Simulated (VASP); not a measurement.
Input of a VASP 6.6.1 run:

Contents of INCAR:

```
  ALGO = Fast
  EDIFF = 1E-6
  ENCUT = 520
  GGA = PE
  ISIF = 2
  ISMEAR = 0
  LASPH = True
  LCHARG = False
  LREAL = False
  LWAVE = False
  NBANDS = 32
  NELM = 100
  PREC = Accurate
  SIGMA = 0.1
```

Contents of KPOINTS:

```
k-points
0
Gamma
  10 10 8
```

The input POSCAR:

```
ZrAgO4
1.0
    3.6665113251      0.0000000000      0.0000000000
    0.0000000000      3.6665113251      0.0000000000
    0.0000000000      0.0000000000      5.1930165083
Zr Ag O
1 1 4
Direct
    0.0000000000      0.0000000000      0.0000000000
    0.5000000000      0.5000000000      0.5000000000
    0.5000000000      0.0000000000      0.2367523289
    0.0000000000      0.5000000000      0.7632476711
    0.5000000000      0.0000000000      0.7632476711
    0.0000000000      0.5000000000      0.2367523289
```

Potentials or basis: VASP PAW PBE potentials, release 64 (Zr_sv, Ag, O).

Launch:

```sh
$ cat potpaw_PBE.64/Zr_sv/POTCAR potpaw_PBE.64/Ag/POTCAR potpaw_PBE.64/O/POTCAR > POTCAR
$ mpirun -np 1 vasp_std > vasp.out
```

Problem. Estimate the pressure.

Solution. 0.1 GPa.

Problem. Estimate the band gap on the k mesh.

Solution. Zero (an odd number of electrons rules out a gap without spin polarisation).

Stress tensor (GPa, compression positive):
```
 0.09  0.00  0.00
 0.00  0.09  0.00
 0.00  0.00 -0.01
```

Caveat: an odd number of electrons without spin polarisation forces a metal; a magnetic or distorted state may lie lower.
